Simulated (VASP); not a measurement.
Here is a VASP 6.6.1 calculation.

The input INCAR:

```
SYSTEM = KF
PREC = Accurate
ENCUT = 520
EDIFF = 1E-7
ISMEAR = 0
SIGMA = 0.05
LREAL = .FALSE.
LASPH = .TRUE.
NELM = 60
ALGO = Normal
ISIF = 2
LWAVE = .FALSE.
LCHARG = .FALSE.
NBANDS = 15
```

Contents of KPOINTS:

```
regular mesh
0
G
  8 8 8
  0 0 0
```

POSCAR

```
KF
1.0
    0.1091001608      2.5811581842      2.5811581842
    2.5811581842      0.1091001608      2.5811581842
    2.5811581842      2.5811581842      0.1091001608
K F
1 1
Direct
    0.0000000000      0.0000000000      0.0000000000
    0.5000000000      0.5000000000      0.5000000000
```

Potentials or basis: VASP PAW LDA potentials, release 64 (K_sv, F).

The run is started by

```sh
$ cat potpaw_LDA.64/K_sv/POTCAR potpaw_LDA.64/F/POTCAR > POTCAR
$ mpirun -np 1 vasp_std > vasp.out
```

Task: Estimate the pressure.

Result: 3.6 GPa.

Task: Predict the band gap on the k mesh.

Result: 6.70 eV, direct.

Stress tensor (GPa, compression positive):
```
 3.60 -0.57 -0.57
-0.57  3.60 -0.57
-0.57 -0.57  3.60
```

A k mesh can miss the band edges. Expect the measured gap to be larger: semilocal functionals such as LDA lack the derivative discontinuity.
